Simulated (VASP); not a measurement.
# SnO2 (R3m) in VASP: further runs, part 2 of 2

VASP 6.6.1.

## 4. Single point, PBEsol (14.71 Å³/atom)

This run uses another cell than the first one, of 14.71 Å³/atom.

The input, INCAR:

```
  PREC = Accurate
  ENCUT = 520
  EDIFF = 1E-6
  ISMEAR = 0
  SIGMA = 0.05
  LREAL = False
  LASPH = True
  NELM = 60
  ALGO = Normal
  ISIF = 2
  LWAVE = False
  LCHARG = False
  GGA = PS
  NBANDS = 64
```

The input, KPOINTS:

```
regular mesh
0
Gamma
  6 6 6
```

The input, POSCAR:

```
SnO2
1.0
    3.2022504996      1.8488201880      4.9709601922
   -3.2022504996      1.8488201880      4.9709601922
    0.0000000000     -3.6976403759      4.9709601923
Sn O
4 8
Direct
    0.8646807174      0.8646807174      0.8646807174
    0.3648245829      0.3648245829      0.8648190111
    0.3648245829      0.8648190111      0.3648245829
    0.8648190111      0.3648245829      0.3648245829
    0.1235003534      0.6233501671      0.6233501671
    0.6233501671      0.1235003534      0.6233501671
    0.6233501671      0.6233501671      0.1235003534
    0.6062113146      0.6062113146      0.6062113146
    0.1234715296      0.1234715296      0.1234715296
    0.1060883083      0.1060883083      0.6062369573
    0.1060883083      0.6062369573      0.1060883083
    0.6062369573      0.1060883083      0.1060883083
```

Potentials or basis: VASP PAW PBE potentials, release 64 (Sn_d, O).

Command:

```
$ cat potpaw_PBE.64/Sn_d/POTCAR potpaw_PBE.64/O/POTCAR > POTCAR
$ mpirun -np 1 vasp_std > vasp.out
```

OUTCAR:

```text
PREC = Accurate
   ENCUT = 520
   EDIFF = 1E-6
   ISMEAR = 0
   LREAL = False
   LASPH = True
   NELM = 60
   ISIF = 2
   GGA = PS

 ion  position               nearest neighbor table
   1  0.865  0.865  0.865-   7 2.16   6 2.16   5 2.16  10 2.16  11 2.16  12 2.16   2 3.20   2 3.20
                             3 3.20   4 3.20   3 3.20   4 3.20
   2  0.365  0.365  0.865-  11 2.16  12 2.16   9 2.16   8 2.16   5 2.16   6 2.16   3 3.20   4 3.20
                             1 3.20   1 3.20   4 3.20   3 3.20
   3  0.365  0.865  0.365-  12 2.16  10 2.16   9 2.16   8 2.16   5 2.16   7 2.16   4 3.20   2 3.20
                             1 3.20   1 3.20   4 3.20   2 3.20
   4  0.865  0.365  0.365-  11 2.16  10 2.16   9 2.16   8 2.16   6 2.16   7 2.16   3 3.20   2 3.20
                             1 3.20   1 3.20   3 3.20   2 3.20
   5  0.124  0.623  0.623-   1 2.16   3 2.16   2 2.16
   6  0.623  0.124  0.623-   1 2.16   4 2.16   2 2.16
   7  0.623  0.623  0.124-   1 2.16   3 2.16   4 2.16
   8  0.606  0.606  0.606-   2 2.16   3 2.16   4 2.16
   9  0.123  0.123  0.123-   2 2.16   3 2.16   4 2.16
  10  0.106  0.106  0.606-   3 2.16   4 2.16   1 2.16
[... 1824 lines left out ...]

------------------------ aborting loop because EDIFF is reached ----------------------------------------

  FORCE on cell =-STRESS in cart. coord.  units (eV):
  Direction    XX          YY          ZZ          XY          YZ          ZX
  --------------------------------------------------------------------------------------
  -------------------------------------------------------------------------------------
  Total       -7.4340659     -7.4340659    -13.2366736      0.0000000      0.0000000      0.0000000
  in kB      -67.4520998    -67.4520998   -120.1013614      0.0000000      0.0000000      0.0000000
  external PRESSURE =     -85.0018537 kB  Pullay stress =       0.0000000 kB

 VOLUME and BASIS-vectors are now :
 -----------------------------------------------------------------------------
  energy-cutoff  :      520.00
  volume of cell :      176.58
      direct lattice vectors                 reciprocal lattice vectors
     3.202250500  1.848820188  4.970960192     0.156140190  0.090147580  0.067056126
    -3.202250500  1.848820188  4.970960192    -0.156140190  0.090147580  0.067056126
     0.000000000 -3.697640376  4.970960192     0.000000000 -0.180295161  0.067056126

 POSITION                                       TOTAL-FORCE (eV/Angst)
 -----------------------------------------------------------------------------------
      0.00000      0.00000     12.89488         0.000000      0.000000      0.003684
      0.00000     -1.84880      7.92604         0.000000      0.000055     -0.001160
     -1.60111      0.92440      7.92604         0.000047     -0.000027     -0.001160
      1.60111      0.92440      7.92604        -0.000047     -0.000027     -0.001160
     -1.60064     -0.92413      6.81121        -0.001139     -0.000658      1.411915
      1.60064     -0.92413      6.81121         0.001139     -0.000658      1.411915
      0.00000      1.84826      6.81121         0.000000      0.001315      1.411915
      0.00000      0.00000      9.04036         0.000000     -0.000000     -1.413911
      0.00000      0.00000      1.84132         0.000000      0.000000      1.408487
      0.00000     -1.84937      4.06830         0.000000      0.001284     -1.410175
     -1.60160      0.92468      4.06830         0.001112     -0.000642     -1.410175
      1.60160      0.92468      4.06830        -0.001112     -0.000642     -1.410175
 -----------------------------------------------------------------------------------
    total drift:                                0.000000      0.000000     -0.000397

  FREE ENERGIE OF THE ION-ELECTRON SYSTEM (eV)
  ---------------------------------------------------
  free  energy   TOTEN  =       -76.5967060364 eV

  energy  without entropy=      -76.5967060364  energy(sigma->0) =      -76.59670604
```

OSZICAR:

```text
N       E                     dE             d eps       ncg     rms          rms(c)
DAV:   1     0.157221402680E+04    0.15722E+04   -0.48868E+04  4760   0.242E+03
DAV:   2     0.252910649580E+03   -0.13193E+04   -0.12525E+04  4368   0.776E+02
DAV:   3    -0.581938484592E+02   -0.31110E+03   -0.30421E+03  4480   0.272E+02
DAV:   4    -0.852686704102E+02   -0.27075E+02   -0.26731E+02  5072   0.890E+01
DAV:   5    -0.861071564349E+02   -0.83849E+00   -0.83521E+00  4832   0.164E+01    0.187E+01
DAV:   6    -0.765765399787E+02    0.95306E+01   -0.34267E+01  6320   0.666E+01    0.788E+00
DAV:   7    -0.767029448112E+02   -0.12640E+00   -0.42248E+00  4624   0.874E+00    0.423E+00
DAV:   8    -0.766264708977E+02    0.76474E-01   -0.65748E-01  5832   0.432E+00    0.116E+00
DAV:   9    -0.765940887319E+02    0.32382E-01   -0.12635E-01  5784   0.328E+00    0.176E-01
DAV:  10    -0.765964394390E+02   -0.23507E-02   -0.16334E-02  4952   0.868E-01    0.111E-01
DAV:  11    -0.765966748293E+02   -0.23539E-03   -0.11812E-03  5816   0.258E-01    0.600E-02
DAV:  12    -0.765967120152E+02   -0.37186E-04   -0.11094E-04  5304   0.617E-02    0.325E-02
DAV:  13    -0.765967057000E+02    0.63152E-05   -0.68920E-05  5304   0.403E-02    0.425E-03
DAV:  14    -0.765967060364E+02   -0.33644E-06   -0.35406E-06  4112   0.956E-03
   1 F= -.76596706E+02 E0= -.76596706E+02  d E =-.115893E-18
```

stdout:

```text
POSCAR found type information on POSCAR SnO
 POSCAR found :  2 types and      12 ions
 scaLAPACK will be used
 -----------------------------------------------------------------------------
|                                                                             |
|                                                                             |
|     You enforced a specific xc type in the INCAR file but a different       |
|     I HOPE YOU KNOW WHAT YOU ARE DOING!                                     |
|                                                                             |
 -----------------------------------------------------------------------------

 LDA part: xc-table for (Slater+PW92), standard interpolation
 POSCAR, INCAR and KPOINTS ok, starting setup
 FFT: planning ... GRIDC
 FFT: planning ... GRID_SOFT
 FFT: planning ... GRID
 WAVECAR not read
 entering main loop
```

Wall time 3.6 min (1 thread of Intel Xeon 6975P-C (Granite Rapids), shared host); peak memory 0.47 GiB.

What came out:

| Quantity | Value |
| --- | --- |
| Free energy | -76.5967 eV |
| Pressure | -8.5 GPa |
| Largest force | 1.414 eV/Å |
| Band gap on the k mesh | 1.89 eV |

Forces on the atoms (eV/Å):
```
Sn   0.000  0.000  0.004
Sn   0.000  0.000 -0.001
Sn   0.000  0.000 -0.001
Sn   0.000  0.000 -0.001
O   -0.001 -0.001  1.412
O    0.001 -0.001  1.412
O    0.000  0.001  1.412
O    0.000  0.000 -1.414
O    0.000  0.000  1.408
O    0.000  0.001 -1.410
O    0.001 -0.001 -1.410
O   -0.001 -0.001 -1.410
```

Levels at points of the mesh, in eV from the valence-band top:
| k point | band 49 | band 50 | band 51 | band 52 | band 53 | band 54 | band 55 | band 56 |
| --- | --- | --- | --- | --- | --- | --- | --- | --- |
| (0.00, 0.00, 0.00) | -0.06 | -0.01 | -0.01 | -0.01 | 1.89 | 4.64 | 4.64 | 4.64 |
| (0.50, 0.00, 0.00) | -0.31 | -0.31 | -0.05 | -0.05 | 4.05 | 4.05 | 5.24 | 5.24 |
| (0.50, 0.50, 0.00) | -0.49 | -0.49 | -0.07 | -0.07 | 4.26 | 4.26 | 5.31 | 5.31 |
| (0.50, 0.50, 0.50) | -0.54 | -0.54 | -0.54 | -0.54 | 3.10 | 4.92 | 4.92 | 4.92 |

Caveat: the cell stands under tension; the PAW data sets were made with another functional, which shifts forces and pressure a little; spin-orbit coupling is left out, which moves the levels of the heavy elements. A k mesh can miss the band edges.

## 5. Single point, PBEsol (14.72 Å³/atom)

This run uses another cell than the first one, of 14.72 Å³/atom.

The input, INCAR:

```
SYSTEM = SnO2
ALGO = Normal ; EDIFF = 1E-6
ENCUT = 520 ; GGA = PS
ISIF = 2 ; ISMEAR = 0
LASPH = .True. ; LCHARG = .False.
LREAL = .False. ; LWAVE = .False.
NBANDS = 64 ; NELM = 80
PREC = Accurate ; SIGMA = 0.05
```

The input, KPOINTS:

```
k-points
0
Gamma
  6 6 6
  0 0 0
```

POSCAR: that of step 4 with these lines changed.

```diff
@@ -2,5 +2,5 @@
 1.0
-    3.2022504996      1.8488201880      4.9709601922
-   -3.2022504996      1.8488201880      4.9709601922
-    0.0000000000     -3.6976403759      4.9709601923
+    3.4719686167      2.0045420155      4.2286263105
+   -3.4719686167      2.0045420155      4.2286263105
+    0.0000000000     -4.0090840309      4.2286263105
 Sn O
```

Command:

```
$ cat potpaw_PBE.64/Sn_d/POTCAR potpaw_PBE.64/O/POTCAR > POTCAR
$ mpirun -np 1 vasp_std > vasp.out
```

Wall time 3.8 min (1 thread of Intel Xeon 6975P-C (Granite Rapids), shared host); peak memory 0.46 GiB.

The run converged. Its results:

| Property | Result |
| --- | --- |
| Free energy | -75.3056 eV |
| Pressure | -18.9 GPa |
| Largest force | 0.637 eV/Å |
| Band gap on the k mesh | 0.18 eV |

Forces in eV/Å, atoms in the order of the input:
```
Sn   0.000  0.000  0.004
Sn   0.000 -0.001 -0.001
Sn  -0.001  0.001 -0.001
Sn   0.001  0.001 -0.001
O   -0.001 -0.001  0.636
O    0.001 -0.001  0.636
O    0.000  0.001  0.636
O    0.000  0.000 -0.636
O    0.000  0.000  0.637
O    0.000  0.001 -0.637
O    0.001 -0.001 -0.637
O   -0.001 -0.001 -0.637
```

Stress tensor (GPa, compression positive):
```
-24.41   0.00   0.00
  0.00 -24.41   0.00
  0.00   0.00  -7.98
```

Levels at points of the mesh, in eV from the valence-band top:
| k point | band 49 | band 50 | band 51 | band 52 | band 53 | band 54 | band 55 | band 56 |
| --- | --- | --- | --- | --- | --- | --- | --- | --- |
| (0.00, 0.00, 0.00) | -0.13 | -0.13 | -0.13 | 0.00 | 0.18 | 3.43 | 3.43 | 3.43 |
| (0.50, 0.00, 0.00) | -0.31 | -0.31 | -0.11 | -0.11 | 2.58 | 2.59 | 3.96 | 3.96 |
| (0.50, 0.50, 0.00) | -0.46 | -0.46 | -0.20 | -0.20 | 3.04 | 3.05 | 3.93 | 3.93 |
| (0.50, 0.50, 0.50) | -1.06 | -1.03 | -1.03 | -1.03 | 2.29 | 3.85 | 3.85 | 3.85 |

Caveat: the cell stands under tension; the PAW data sets were made with another functional, which shifts forces and pressure a little; spin-orbit coupling is left out, which moves the levels of the heavy elements.

## 6. Single point, PBEsol (14.19 Å³/atom)

This run uses another cell than the first one, of 14.19 Å³/atom.

The input, INCAR:

```
ALGO     = Normal         # electronic algorithm
EDIFF    = 1E-6           # SCF threshold, eV
ENCUT    = 520            # plane-wave cutoff, eV
GGA      = PS             # functional
ISIF     = 2              # what is computed and relaxed
ISMEAR   = 0              # smearing method
LASPH    = T              # aspherical terms in the spheres
LCHARG   = F              # write CHGCAR
LREAL    = F              # projectors in reciprocal space
LWAVE    = F              # write WAVECAR
NBANDS   = 64             # bands
NELM     = 80             # most SCF steps
PREC     = Accurate       # precision mode
SIGMA    = 0.05           # smearing width, eV
```

The input, KPOINTS:

```
k-points
0
Gamma
  6 6 6
```

POSCAR: that of step 5 with these lines changed.

```diff
@@ -2,5 +2,5 @@
 1.0
-    3.4719686167      2.0045420155      4.2286263105
-   -3.4719686167      2.0045420155      4.2286263105
-    0.0000000000     -4.0090840309      4.2286263105
+    3.1636309055      1.8265231549      4.9110097089
+   -3.1636309055      1.8265231549      4.9110097089
+    0.0000000000     -3.6530463097      4.9110097089
 Sn O
```

Potentials or basis: VASP PAW PBE potentials, release 64 (Sn_d, O).

Command:

```
$ cat potpaw_PBE.64/Sn_d/POTCAR potpaw_PBE.64/O/POTCAR > POTCAR
$ mpirun -np 1 vasp_std > vasp.out
```

It took 6.4 min on 1 thread of Intel Xeon Platinum 8488C (Sapphire Rapids), shared host; peak memory 0.46 GiB.

Results (log left out):

```yaml
Free_energy: -76.8354 eV
Pressure: -3.9 GPa
Largest_force: 1.081 eV/Å
Band_gap_on_the_k_mesh: 2.09 eV
```

Forces in eV/Å, atoms in the order of the input:
```
Sn   0.000  0.000  0.003
Sn   0.000  0.000 -0.001
Sn   0.000  0.000 -0.001
Sn   0.000  0.000 -0.001
O   -0.001  0.000  1.079
O    0.001  0.000  1.079
O    0.000  0.001  1.079
O    0.000  0.000 -1.081
O    0.000  0.000  1.076
O    0.000  0.001 -1.077
O    0.001  0.000 -1.077
O   -0.001  0.000 -1.077
```

Stress tensor (GPa, compression positive):
```
-1.13  0.00  0.00
 0.00 -1.13  0.00
 0.00  0.00 -9.37
```

Levels at points of the mesh, in eV from the valence-band top:
```csv
k point,band 48,band 49,band 50,band 51,band 52,band 53,band 54,band 55,band 56,band 57
"(0.00, 0.00, 0.00)",-0.39,-0.08,0.00,0.00,0.00,2.09,4.96,4.96,4.96,5.70
"(0.50, 0.00, 0.00)",-0.45,-0.33,-0.33,-0.06,-0.06,4.34,4.35,5.61,5.61,7.14
"(0.50, 0.50, 0.00)",-0.52,-0.49,-0.49,-0.06,-0.06,4.57,4.57,5.68,5.68,7.58
"(0.50, 0.50, 0.50)",-0.57,-0.57,-0.53,-0.53,-0.53,3.35,5.27,5.27,5.27,5.63
```

Caveat: the cell stands under tension; the PAW data sets were made with another functional, which shifts forces and pressure a little; spin-orbit coupling is left out, which moves the levels of the heavy elements. A k mesh can miss the band edges.

## 7. Single point, PBEsol (14.71 Å³/atom)

This run uses another cell than the first one, of 14.71 Å³/atom.

The input, INCAR:

```
SYSTEM = SnO2
  ALGO = Normal
  EDIFF = 1E-6
  ENCUT = 520
  GGA = PS
  ISIF = 2
  ISMEAR = 0
  LASPH = .TRUE.
  LCHARG = .FALSE.
  LREAL = .FALSE.
  LWAVE = .FALSE.
  NBANDS = 64
  NELM = 100
  PREC = Accurate
  SIGMA = 0.05
```

The input, KPOINTS:

```
k-points
0
G
  6 6 6
  0 0 0
```

POSCAR: that of step 6 with these lines changed.

```diff
@@ -2,5 +2,5 @@
 1.0
-    3.1636309055      1.8265231549      4.9110097089
-   -3.1636309055      1.8265231549      4.9110097089
-    0.0000000000     -3.6530463097      4.9110097089
+    3.2676351403      1.8865700279      4.7740149400
+   -3.2676351403      1.8865700279      4.7740149400
+    0.0000000000     -3.7731400557      4.7740149401
 Sn O
```

Command:

```
$ cat potpaw_PBE.64/Sn_d/POTCAR potpaw_PBE.64/O/POTCAR > POTCAR
$ mpirun -np 1 vasp_std > vasp.out
```

Wall time 6 min (1 thread of Intel Xeon Platinum 8488C (Sapphire Rapids), shared host); peak memory 0.46 GiB.

The run converged. Its results:

| Quantity | Value |
| --- | --- |
| Free energy | -76.6659 eV |
| Pressure | -11.3 GPa |
| Largest force | 1.173 eV/Å |
| Band gap on the k mesh | 1.49 eV |

Forces on the atoms (eV/Å):
```
Sn   0.000  0.000  0.004
Sn   0.000  0.000 -0.001
Sn   0.000  0.000 -0.001
Sn   0.000  0.000 -0.001
O   -0.001 -0.001  1.171
O    0.001 -0.001  1.171
O    0.000  0.001  1.171
O    0.000  0.000 -1.173
O    0.000  0.000  1.169
O    0.000  0.001 -1.170
O    0.001 -0.001 -1.170
O   -0.001 -0.001 -1.170
```

Stress tensor (GPa, compression positive):
```
-11.95   0.00   0.00
  0.00 -11.95   0.00
  0.00   0.00 -10.00
```

Levels at points of the mesh, in eV from the valence-band top:
| k point | band 49 | band 50 | band 51 | band 52 | band 53 | band 54 | band 55 | band 56 |
| --- | --- | --- | --- | --- | --- | --- | --- | --- |
| (0.00, 0.00, 0.00) | -0.04 | -0.04 | -0.04 | -0.02 | 1.49 | 4.37 | 4.37 | 4.37 |
| (0.50, 0.00, 0.00) | -0.36 | -0.36 | -0.05 | -0.05 | 3.72 | 3.72 | 4.97 | 4.97 |
| (0.50, 0.50, 0.00) | -0.48 | -0.48 | -0.10 | -0.10 | 3.97 | 3.97 | 5.01 | 5.01 |
| (0.50, 0.50, 0.50) | -0.69 | -0.66 | -0.66 | -0.66 | 2.89 | 4.68 | 4.68 | 4.68 |

Caveat: the cell stands under tension; the PAW data sets were made with another functional, which shifts forces and pressure a little; spin-orbit coupling is left out, which moves the levels of the heavy elements. A k mesh can miss the band edges.

## 8. Summary

```csv
cell,gap on the mesh (eV),pressure (GPa),largest force (eV/Å)
"a = 5.757 Å, angles 70.4°, 12 atoms",1.06,-8.8,0.23
"a = 6.164 Å, angles 59.6°, 12 atoms",2.63,5.5,0.92
"a = 6.195 Å, angles 62.2°, 12 atoms",1.89,-8.5,1.41
"a = 5.827 Å, angles 73.1°, 12 atoms",0.18,-18.9,0.64
"a = 6.121 Å, angles 62.2°, 12 atoms",2.09,-3.9,1.08
"a = 6.085 Å, angles 65.0°, 12 atoms",1.49,-11.3,1.17
```

Alike in all rows: task single point; level PBEsol; potentials or basis VASP PAW PBE potentials, release 64 (Sn_d, O); no spin polarisation; k mesh 6 × 6 × 6; cutoff (eV) 520; smearing gaussian 0.05 eV.

Caveats: the PAW data sets were made with another functional, which shifts forces and pressure a little; spin-orbit coupling is left out, which moves the levels of the heavy elements; the cell stands under tension (at least some runs); the cell stands under pressure (at least some runs).

Absolute energies hang on the potentials; compare differences alone.
